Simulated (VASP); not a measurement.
## Rb: single point with r2SCAN

The system is Rb.

```
Rb
1.0
    -2.80640    2.80640    2.80640
     2.80640   -2.80640    2.80640
     2.80640    2.80640   -2.80640
Rb
1
Direct
  0.00000 0.00000 0.00000
```

```json
{"Program": "VASP 6.6.1", "Task": "single point", "Functional": "r2SCAN", "Potentials or basis": "VASP PAW PBE potentials, release 64 (Rb_sv)", "Cutoff": "520 eV", "k mesh": "9 × 9 × 9", "Occupations": "fermi-dirac, width 0.1 eV", "Spin": "no spin polarisation"}
```

```
Pressure : 0.2 GPa
```

Levels at points of the mesh, in eV from the Fermi level:
| k point | band 1 | band 2 | band 3 | band 4 | band 5 | band 6 | band 7 | band 8 | band 9 |
| --- | --- | --- | --- | --- | --- | --- | --- | --- | --- |
| (0.00, 0.00, 0.00) | -30.07 | -13.56 | -13.56 | -13.56 | -2.14 | 4.13 | 4.13 | 4.13 | 5.12 |

Run time: 46 s on 1 thread of Intel(R) Xeon(R) 6975P-C (Granite Rapids), with other jobs on the host, peak memory 0.22 GiB.

Caveat: the PAW data sets were made with another functional, which shifts forces and pressure a little.
